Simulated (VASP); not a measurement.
In, 8 atoms in the cell. The cell holds a slab with vacuum, 8 atoms: a = 3.390 Å, b = 4.785 Å, c = 26.866 Å, α = 90.00°, β = 90.00°, γ = 90.00°. 

```yaml
Program: VASP 6.6.1
Task: single point
Functional: PBE
Potentials_or_basis: VASP PAW PBE potentials, release 64 (In_d)
Cutoff: 520 eV
k_mesh: 10 × 7 × 1
Occupations: gaussian, width 0.1 eV
Spin: no spin polarisation
Dipole_correction: yes
Further_INCAR_settings: ALGO = Normal; EDIFF = 1e-07; NBANDS = 62
```

Potentials or basis: VASP PAW PBE potentials, release 64 (In_d).

Command:

```bash
$ cat potpaw_PBE.64/In_d/POTCAR > POTCAR
$ mpirun -np 1 vasp_std > vasp.out
```

Hardware: 1 thread of Intel(R) Xeon(R) 6975P-C (Granite Rapids) (shared host).

Question: How long does it take, and how much memory?

Answer: Wall time 14 min on 1 thread of Intel(R) Xeon(R) 6975P-C (Granite Rapids), on a shared host, peak memory 0.7 GiB. Counts: scf iterations 28, k points 24.
